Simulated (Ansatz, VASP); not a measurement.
## One calculation of CaSe, two programs

```
CELL_PARAMETERS angstrom
0.00000 2.97024 2.97024
2.97024 0.00000 2.97024
2.97024 2.97024 0.00000
ATOMIC_POSITIONS crystal
Ca 0.00000 0.00000 0.00000
Se 0.50000 0.50000 0.50000
```

Alike in both runs: task relaxation of cell and atoms; functional PBEsol; k mesh 8 × 8 × 8; occupations gaussian, width 0.02 eV; no spin polarisation.

|  | VASP | Ansatz |
| --- | --- | --- |
| version | VASP 6.6.1 | Ansatz 0.2.0 |
| potentials or method | VASP PAW PBE potentials, release 64 (Ca_sv, Se), cutoff 500 eV | scalar-relativistic, plane waves, PAW |
| valence electrons in the cell | 16 | 26 |

Ansatz gave:

```
gap on the k mesh at the Fermi level, each at its own relaxed structure (eV) : 1.88
relaxed volume (Å³/atom)                                                     : 25.28
relaxed cell length with the largest relative difference (Å)                 : 4.151
```

Which values does VASP return?

gap on the k mesh at the Fermi level, each at its own relaxed structure (eV): 1.88; relaxed volume (Å³/atom): 25.36; relaxed cell length with the largest relative difference (Å): 4.155.

VASP's potentials were made for PBE, not for PBEsol. VASP's potentials hold 16 valence electrons a cell and Ansatz's 26, so a difference there can come from the potentials and not from the codes.
